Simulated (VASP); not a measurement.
# Er (Fm-3m) in VASP: notebook

Er is run at these levels: PBE; tasks: single point.

Program: VASP 6.6.1. These are calculated values, not measurements. Logs are shortened: lines on timing, memory, paths and dates and some standing lists are left out, and cuts for length are marked.

## 1. The cell of the first run

The structure is cubic, space group Fm-3m (No. 225). Conventional cell: a = 4.969 Å, b = 4.969 Å, c = 4.969 Å, α = 90.00°, β = 90.00°, γ = 90.00°. Within 4.6 Å of Er (site symmetry m-3m) lie 12 Er at 3.51 Å.

This isn't the form of Er at room conditions, which is hcp.

## 2. Single point, PBE, collinear spin, ferromagnetic start

Contents of INCAR:

```
SYSTEM = Er
ALGO     = Normal         ! electronic algorithm
EDIFF    = 1E-7           ! SCF threshold, eV
ENCUT    = 520            ! plane-wave cutoff, eV
GGA      = PE             ! functional
ISIF     = 2              ! what is computed and relaxed
ISMEAR   = 0              ! smearing method
ISPIN    = 2              ! spin polarisation
LASPH    = .True.         ! aspherical terms in the spheres
LCHARG   = .False.        ! write CHGCAR
LMAXMIX  = 6              ! l up to which the mixer works
LORBIT   = 11             ! projections on sites
LREAL    = .False.        ! projectors in reciprocal space
LWAVE    = .False.        ! write WAVECAR
MAGMOM   = 3              ! initial moments
NBANDS   = 21             ! bands
NELM     = 150            ! most SCF steps
PREC     = Accurate       ! precision mode
SIGMA    = 0.05           ! smearing width, eV
```

Contents of KPOINTS:

```
k-points
0
Gamma
  14 14 14
  0 0 0
```

Contents of POSCAR:

```
Er
1.0
    0.0000000000      2.4845068499      2.4845068499
    2.4845068499      0.0000000000      2.4845068499
    2.4845068499      2.4845068499      0.0000000000
Er
1
Direct
    0.0000000000      0.0000000000      0.0000000000
```

Potentials or basis: VASP PAW PBE potentials, release 64 (Er).

Started as:

```sh
> cat potpaw_PBE.64/Er/POTCAR > POTCAR
> mpirun -np 1 vasp_std > vasp.out
```

OUTCAR:

```text
SYSTEM = Er
   EDIFF = 1E-7
   ENCUT = 520
   GGA = PE
   ISIF = 2
   ISMEAR = 0
   ISPIN = 2
   LASPH = .True.
   LORBIT = 11
   LREAL = .False.
   NELM = 150
   PREC = Accurate

 ion  position               nearest neighbor table
   1  0.000  0.000  0.000-

  LATTYP: Found a face centered cubic cell.
 ALAT       =     4.9690136998

  Lattice vectors:

 A1 = (   0.0000000000,   2.4845068499,   2.4845068499)
 A2 = (   2.4845068499,   0.0000000000,   2.4845068499)
 A3 = (   2.4845068499,   2.4845068499,   0.0000000000)

Analysis of symmetry for initial positions (statically):
=====================================================================
 Subroutine PRICEL returns:
 Original cell was already a primitive cell.

 Routine SETGRP: Setting up the symmetry group for a
 face centered cubic supercell.

 Subroutine GETGRP returns: Found 48 space group operations
 (whereof 48 operations were pure point group operations)
 out of a pool of 48 trial point group operations.

The static configuration has the point symmetry O_h .

Analysis of symmetry for dynamics (positions and initial velocities):
=====================================================================
 Subroutine PRICEL returns:
 Original cell was already a primitive cell.

 Routine SETGRP: Setting up the symmetry group for a
 face centered cubic supercell.

 Subroutine GETGRP returns: Found 48 space group operations
 (whereof 48 operations were pure point group operations)
 out of a pool of 48 trial point group operations.

The dynamic configuration has the point symmetry O_h .

Analysis of structural, dynamic, and magnetic symmetry:
=====================================================================
 Subroutine PRICEL returns:
 Original cell was already a primitive cell.

 Routine SETGRP: Setting up the symmetry group for a
 face centered cubic supercell.

 Subroutine GETGRP returns: Found 48 space group operations
 (whereof 48 operations were pure point group operations)
 out of a pool of 48 trial point group operations.

The overall configuration has the point symmetry O_h .

 Subroutine INISYM returns: Found 48 space group operations
 (whereof 48 operations are pure point group operations),
 and found     1 'primitive' translations

----------------------------------------------------------------------------------------

                                     Primitive cell

  volume of cell :      30.6726

  direct lattice vectors                    reciprocal lattice vectors
     0.000000000  2.484506850  2.484506850    -0.201247181  0.201247181  0.201247181
     2.484506850  0.000000000  2.484506850     0.201247181 -0.201247181  0.201247181
     2.484506850  2.484506850  0.000000000     0.201247181  0.201247181 -0.201247181

  length of vectors
     3.513623283  3.513623283  3.513623283     0.348570343  0.348570343  0.348570343

  position of ions in fractional coordinates (direct lattice)
     0.000000000  0.000000000  0.000000000

  ion indices of the primitive-cell ions
   primitive index   ion index
                 1           1

----------------------------------------------------------------------------------------

 KPOINTS: k-points

Automatic generation of k-mesh.
 Grid dimensions read from file:
 generate k-points for:   14   14   14

 Generating k-lattice:

  Cartesian coordinates                     Fractional coordinates (reciprocal lattice)
    -0.014374799  0.014374799  0.014374799     0.071428571  0.000000000  0.000000000
     0.014374799 -0.014374799  0.014374799     0.000000000  0.071428571  0.000000000
     0.014374799  0.014374799 -0.014374799     0.000000000  0.000000000  0.071428571

  Length of vectors
     0.024897882  0.024897882  0.024897882

  Shift w.r.t. Gamma in fractional coordinates (k-lattice)
     0.000000000  0.000000000  0.000000000

 Subroutine IBZKPT returns following result:
 ===========================================

 Found    104 irreducible k-points:

 Following reciprocal coordinates:
            Coordinates               Weight
  0.000000  0.000000  0.000000      1.000000
  0.071429  0.000000  0.000000      8.000000
  0.142857  0.000000  0.000000      8.000000
  0.214286  0.000000  0.000000      8.000000
  0.285714  0.000000  0.000000      8.000000
  0.357143  0.000000  0.000000      8.000000
[... 16 lines left out ...]
  0.214286  0.142857  0.000000     24.000000
  0.285714  0.142857  0.000000     24.000000
 [... further k-points ...]
   k-points           NKPTS =    104   k-points in BZ     NKDIM =    104   number of bands    NBANDS=     21
   number of dos      NEDOS =    301   number of ions     NIONS =      1
   total plane-waves  NPLWV =  21952
   dimension x,y,z NGX =    28 NGY =   28 NGZ =   28
   dimension x,y,z NGXF=    56 NGYF=   56 NGZF=   56
   ions per type =               1
   NGX,Y,Z   is equivalent  to a cutoff of  13.25, 13.25, 13.25 a.u.
   NGXF,Y,Z  is equivalent  to a cutoff of  26.50, 26.50, 26.50 a.u.
 SYSTEM =  Er
   PREC   = accura    normal or accurate (medium, high low for compatibility)
   ISTART =      0    job   : 0-new  1-cont  2-samecut
   ICHARG =      2    charge: 1-file 2-atom 10-const
   ISPIN  =      2    spin polarized calculation?
   LNONCOLLINEAR =      F non collinear calculations
   LSORBIT =      F    spin-orbit coupling
   LASPH  =      T    aspherical Exc in radial PAW
   ENCUT  =  520.0 eV  38.22 Ry    6.18 a.u.   6.53  6.53  6.53*2*pi/ulx,y,z
   NELM   =    150;   NELMIN=  2; NELMDL= -5     # of ELM steps
   EDIFF  = 0.1E-06   stopping-criterion for ELM
   LREAL  =      F    real-space projection
   EDIFFG = 0.1E-05   stopping-criterion for IOM
   NSW    =      0    number of steps for IOM
   IBRION =     -1    ionic relax: 0-MD 1-quasi-New 2-CG
   NFREE  =      0    steps in history (QN), initial steepest desc. (CG)
   ISIF   =      2    stress and relaxation
   ISYM   =      2    0-nonsym 1-usesym 2-fastsym
   POTIM  = 0.5000    time-step for ionic-motion
   TEBEG  =    0.0;   TEEND  =   0.0 temperature during run
   PSTRESS=    0.0 pullay stress
   NELECT =      22.0000    total number of electrons
   NUPDOWN=      -1.0000    fix difference up-down
   EMIN   =  10.00;   EMAX   =-10.00  energy-range for DOS
   EFERMI =   0.00;   METHOD = LEGACY
   ISMEAR =     0;   SIGMA  =   0.05  broadening in eV -4-tet -1-fermi 0-gaus
   EFERMI_NEDOS =   21; number of points for ismear=-14 and -15
   IALGO  =     38    algorithm
   IMIX   =      4    mixing-type and parameters
     AMIX     =   0.40;   BMIX     =  1.00
     AMIX_MAG =   1.60;   BMIX_MAG =  1.00
  volume/ion in A,a.u.               =      30.67       206.99
  Fermi-wavevector in a.u.,A,eV,Ry     =   1.465432  2.769264 29.218369  2.147490
  Thomas-Fermi vector in A             =   2.581289
   LORBIT       =     11    0 simple, 1 ext, 2 COOP (PROOUT), +10 PAW based schemes
   GGA     = PE    functional components
   LHFCALC =     F    Hartree Fock is set to
   AEXX    =    0.0000 exact exchange contribution
   IVDW    =     0    specifies the selected vdW correction
   LEPSILON=     F    determine dielectric tensor
   LRPA    =     F    only Hartree local field effects (RPA)
 spin polarized calculation
 Gauss-broadening in eV      SIGMA  =   0.05
  energy-cutoff  :      520.00
  volume of cell :       30.67
 maximum number of plane-waves:       869
 NGX is ok and might be reduce to    28
   NGX = 13   NGY = 13   NGZ = 13

 number of electron      21.9999992 magnetization       2.2603933

 Free energy of the ion-electron system (eV)
  ---------------------------------------------------
  ext. energy  EPLUGINS =         0.00000000
  ---------------------------------------------------
  free energy    TOTEN  =        -4.97688610 eV

  energy without entropy =       -4.96249591  energy(sigma->0) =       -4.96969100

 E-fermi :   2.5013     XC(G=0): -10.1888

 val. band max:        2.5010348309   @ k =   0.2857   0.0000   0.0000
 cond. band min:       2.5031635872   @ k =  -0.2857   0.0714   0.0000
 fundamental gap:      0.0021287563
 Fermi energy:         2.5013353273

 spin component 1

 k-point     1 :       0.0000    0.0000    0.0000
  band No.  band energies     occupation
      1     -46.8798      1.00000
      2     -20.6538      1.00000
      3     -20.6538      1.00000
      4     -20.6538      1.00000
      5      -2.7032      1.00000
      6      -0.4106      1.00000
[... 13 lines left out ...]
     20      16.0170      0.00000
     21      16.0170      0.00000

 k-point     2 :       0.0714    0.0000    0.0000
  band No.  band energies     occupation
      1     -46.8775      1.00000
      2     -20.6879      1.00000
      3     -20.6580      1.00000
      4     -20.6580      1.00000
      5      -2.5598      1.00000
      6      -0.4071      1.00000
[... 13 lines left out ...]
     20      16.3171      0.00000
     21      16.3171      0.00000
[... 487 lines left out ...]
      5      -1.4962      1.00000
      6      -0.3789      1.00000
[... 13 lines left out ...]
     20      16.7738      0.00000
     21      17.1665      0.00000

 k-point    24 :       0.2857    0.1429    0.0000
  band No.  band energies     occupation
      1     -46.8524      1.00000
      2     -20.9826      1.00000
      3     -20.7413      1.00000
      4     -20.7348      1.00000
      5      -0.8493      1.00000
      6      -0.3587      1.00000
[... 13 lines left out ...]
     20      17.1105      0.00000
     21      17.3519      0.00000

 [... further k-points ...]

 spin component 2

 k-point     1 :       0.0000    0.0000    0.0000
  band No.  band energies     occupation
      1     -45.8356      1.00000
      2     -19.9241      1.00000
      3     -19.9240      1.00000
      4     -19.9240      1.00000
      5      -2.8013      1.00000
      6       1.9048      1.00000
[... 13 lines left out ...]
     20      15.9641      0.00000
     21      15.9641      0.00000

 k-point     2 :       0.0714    0.0000    0.0000
  band No.  band energies     occupation
      1     -45.8331      1.00000
      2     -19.9617      1.00000
      3     -19.9287      1.00000
      4     -19.9286      1.00000
      5      -2.6551      1.00000
      6       1.8937      1.00000
[... 13 lines left out ...]
     20      16.2705      0.00000
     21      16.2705      0.00000
[... 487 lines left out ...]
      5      -1.5743      1.00000
      6       1.8371      1.00000
[... 13 lines left out ...]
     20      16.7882      0.00000
     21      17.1760      0.00000

 k-point    24 :       0.2857    0.1429    0.0000
  band No.  band energies     occupation
      1     -45.8052      1.00000
      2     -20.2858      1.00000
      3     -20.0194      1.00000
      4     -20.0125      1.00000
      5      -0.9184      1.00000
      6       1.8049      1.00000
[... 13 lines left out ...]
     20      17.1846      0.00000
     21      17.3593      0.00000

 [... further k-points ...]
[... 5 lines left out ...]
  --------------------------------------------------------------------------------------
  -------------------------------------------------------------------------------------
  Total        0.4440915      0.4440915      0.4440915     -0.0000000     -0.0000000     -0.0000000
  in kB       23.1970352     23.1970352     23.1970352     -0.0000000     -0.0000000     -0.0000000
  external PRESSURE =      23.1970352 kB  Pullay stress =       0.0000000 kB

 VOLUME and BASIS-vectors are now :
 -----------------------------------------------------------------------------
  energy-cutoff  :      520.00
  volume of cell :       30.67
      direct lattice vectors                 reciprocal lattice vectors
     0.000000000  2.484506850  2.484506850    -0.201247181  0.201247181  0.201247181
     2.484506850  0.000000000  2.484506850     0.201247181 -0.201247181  0.201247181
     2.484506850  2.484506850  0.000000000     0.201247181  0.201247181 -0.201247181

 POSITION                                       TOTAL-FORCE (eV/Angst)
 -----------------------------------------------------------------------------------
      0.00000      0.00000      0.00000         0.000000      0.000000     -0.000000
 -----------------------------------------------------------------------------------
    total drift:                               -0.000000     -0.000000     -0.000000

  FREE ENERGIE OF THE ION-ELECTRON SYSTEM (eV)
  ---------------------------------------------------
  free  energy   TOTEN  =        -4.9768861002 eV

  energy  without entropy=       -4.9624959083  energy(sigma->0) =       -4.96969100

 total charge

# of ion       s       p       d       f       tot
--------------------------------------------------
    1        2.142   5.751   0.407  11.361  19.660

 magnetization (x)

# of ion       s       p       d       f       tot
--------------------------------------------------
    1        0.003  -0.030  -0.030   2.428   2.371
```

It took 2.5 min on 1 thread of Intel Xeon 6975P-C (Granite Rapids), shared host; peak memory 0.27 GiB.

What came out:

```yaml
Free_energy: -4.9769 eV
Pressure: 2.3 GPa
Net_moment: 2.26 μB per cell
Site_moments: Er +2.37 μB
Valence_electrons_inside_the_program's_atomic_spheres: Er 19.66
```

Caveat: the magnetic or orbital state may not be the lowest; spin-orbit coupling is left out, which moves the levels of the heavy elements; semilocal functionals describe open f shells poorly, which spoils levels, moments and volumes. The state reached can hang on the start; a lower one may exist.

## 3. Single point, PBE, collinear spin, ferromagnetic start (33.60 Å³/atom)

This run uses another cell than the first one, of 33.60 Å³/atom.

Contents of INCAR:

```
PREC = Accurate
ENCUT = 520
EDIFF = 1E-6
ISMEAR = 0
SIGMA = 0.05
LREAL = F
LASPH = T
NELM = 150
ALGO = Normal
ISIF = 2
LWAVE = F
LCHARG = T
ISPIN = 2
MAGMOM = 2.58
LORBIT = 11
LMAXMIX = 6
GGA = PE
LELF = T
LVHAR = T
NBANDS = 21
```

Contents of KPOINTS:

```
Automatic mesh
0
Gamma
  14 14 14
```

Contents of POSCAR:

```
Er
1.0
    0.0000000000      2.5611963607      2.5611963607
    2.5611963607      0.0000000000      2.5611963607
    2.5611963607      2.5611963607      0.0000000000
Er
1
Direct
    0.0000000000      0.0000000000      0.0000000000
```

Potentials or basis: VASP PAW PBE potentials, release 64 (Er).

Started as:

```sh
> cat potpaw_PBE.64/Er/POTCAR > POTCAR
> mpirun -np 1 vasp_std > vasp.out
```

Wall time 2.3 min (1 thread of Intel Xeon 6975P-C (Granite Rapids), shared host); peak memory 0.27 GiB.

It converged, with:

```
Free energy                                           : -4.9998 eV
Pressure                                              : 0.0 GPa
Net moment                                            : 2.23 μB per cell
Site moments                                          : Er +2.35 μB
Valence electrons inside the program's atomic spheres : Er 19.63
```

Levels at points of the mesh, in eV from the Fermi level:
Spin up:
| k point | band 9 | band 10 | band 11 | band 12 | band 13 | band 14 | band 15 | band 16 |
| --- | --- | --- | --- | --- | --- | --- | --- | --- |
| (0.00, 0.00, 0.00) | -2.29 | -1.76 | -1.76 | -1.76 | 2.50 | 2.50 | 2.50 | 4.75 |
| (0.50, 0.00, 0.00) | -1.92 | -1.86 | -1.86 | -1.75 | 0.73 | 2.31 | 2.31 | 6.36 |
| (0.50, 0.50, 0.00) | -1.86 | -1.85 | -1.85 | -1.44 | -0.34 | 2.21 | 6.41 | 6.82 |
Spin down:
```csv
k point,band 8,band 9,band 10,band 11,band 12,band 13
"(0.00, 0.00, 0.00)",-0.61,-0.06,-0.06,-0.06,0.21,2.60
"(0.50, 0.00, 0.00)",-0.61,-0.16,0.05,0.05,0.26,0.83
"(0.50, 0.50, 0.00)",-0.73,-0.34,-0.06,0.04,0.04,0.46
```

Caveat: the magnetic or orbital state may not be the lowest; spin-orbit coupling is left out, which moves the levels of the heavy elements; semilocal functionals describe open f shells poorly, which spoils levels, moments and volumes.
